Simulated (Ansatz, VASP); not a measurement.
**Sn: VASP beside Ansatz**

```
CELL_PARAMETERS angstrom
2.68737 -1.89621 0.00000
2.68737 1.89621 0.00000
0.00000 0.00000 5.42684
ATOMIC_POSITIONS crystal
Sn 0.74991 0.25009 0.25000
Sn 0.25009 0.74991 0.75000
```

Alike in both runs: functional PBE; k mesh 14 × 14 × 8; occupations gaussian, width 0.1 eV; no spin polarisation.

Ansatz relaxed the structure, and its values are those at the end. VASP's run is a single point on that final structure, the one shown.

```csv
,VASP,Ansatz
version,VASP 6.6.1,Ansatz 0.2.0
potentials or method,"VASP PAW PBE potentials, release 64 (Sn_d), cutoff 520 eV","scalar-relativistic, plane waves, PAW"
valence electrons in the cell,28,28
```

```csv
,VASP,Ansatz,Ansatz less VASP
gap on the k mesh at the Fermi level (eV),none,none,-
pressure (GPa),0.0,0.0,-0.01
```

A gap of «none» marks a metal or a gap that the smearing closes.
